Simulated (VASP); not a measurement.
Here is a VASP 6.6.1 calculation.

Contents of INCAR:

```
PREC = Accurate
ENCUT = 600
EDIFF = 1E-6
ISMEAR = -1
SIGMA = 0.1
LREAL = F
LASPH = T
NELM = 100
ALGO = Normal
ISIF = 3
LWAVE = F
LCHARG = F
GGA = PS
IBRION = 2
NSW = 80
EDIFFG = -0.01
```

File KPOINTS:

```
Automatic mesh
0
Gamma
  7 7 7
```

Contents of POSCAR:

```
C
1.0
    3.7546000832      0.0000000000      0.0000000000
    0.0000000000      3.7546000832      0.0000000000
    0.0000000000      0.0000000000      3.7546000832
C
8
Direct
    0.0000000000      0.0000000000      0.0000000000
    0.5000000000      0.5000000000      0.5000000000
    0.2500000000      0.0000000000      0.5000000000
    0.7500000000      0.0000000000      0.5000000000
    0.5000000000      0.2500000000      0.0000000000
    0.5000000000      0.7500000000      0.0000000000
    0.0000000000      0.5000000000      0.2500000000
    0.0000000000      0.5000000000      0.7500000000
```

Potentials or basis: VASP PAW PBE potentials, release 64 (C).

The run is started by

```sh
$ cat potpaw_PBE.64/C/POTCAR > POTCAR
$ mpirun -np 1 vasp_std > vasp.out
```

(1) Predict the band gap on the k mesh.

(2) Predict the relaxed cell.

(3) Estimate the relaxed volume.

(4) Estimate the space group after relaxing (to 0.1 Å).

## Answers

(1) zero (bands 16 and 17 overlap by 2.38 eV).

(2) a = 3.819 Å, b = 3.819 Å, c = 3.819 Å, α = 90.00°, β = 90.00°, γ = 90.00°.

(3) 6.96 Å³/atom.

(4) Pm-3n (No. 223).

Caveat: the PAW data sets were made with another functional, which shifts forces and pressure a little.
